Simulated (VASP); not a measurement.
TiAl3:

```xyz
4
Lattice="2.8397 0.0000 0.0000 0.0000 4.6813 0.0000 0.0000 0.0000 4.9007" Properties=species:S:1:pos:R:3 pbc="T T T"
Ti    0.0000    2.3406    0.8131
Al    1.4198    2.3406    3.2701
Al    1.4198    0.0000    1.6217
Al    0.0000    0.0000    4.0965
```

| Item | Value |
| --- | --- |
| Program | VASP 6.6.1 |
| Task | relaxation of cell and atoms |
| Functional | PBEsol |
| Potentials or basis | VASP PAW PBE potentials, release 64 (Ti_sv, Al) |
| Cutoff | 600 eV |
| k mesh | 14 × 10 × 10 |
| Occupations | gaussian, width 0.1 eV |
| Spin | no spin polarisation |

At the start: pressure -2.4 GPa; volume 16.29 Å³/atom.

Question: Where does the relaxation end?

Answer: Over 11 steps the energy falls by 4.5 meV/atom and the volume is 15.90 Å³/atom (-2.4 %); space group Pmm2 (No. 25, to 0.05 Å).

Step by step:
```csv
step,energy change (eV),largest force (eV/Å),pressure (GPa),volume (Å³)
1,0.0000,0.0473,-2.39,65.15
2,-0.0131,0.0519,1.20,62.89
3,-0.0150,0.0434,0.25,63.46
4,-0.0166,0.0492,0.12,63.54
5,-0.0170,0.0538,0.02,63.60
6,0.0307,0.0425,0.04,63.64
7,-0.0176,0.0212,-0.19,63.76
8,-0.0177,0.0214,-0.18,63.72
9,-0.0178,0.0129,0.14,63.53
10,-0.0178,0.0150,0.06,63.58
11,-0.0179,0.0035,0.01,63.61
```

Final structure:
```
Ti Al
1.0
     2.78197    0.00000    0.00000
     0.00000    4.67193    0.00000
     0.00000    0.00000    4.89432
Ti Al
1 3
Direct
  0.00000 0.50000 0.16322
  0.50000 0.50000 0.66407
  0.50000 0.00000 0.33302
  0.00000 0.00000 0.83970
```

Caveat: the PAW data sets were made with another functional, which shifts forces and pressure a little.
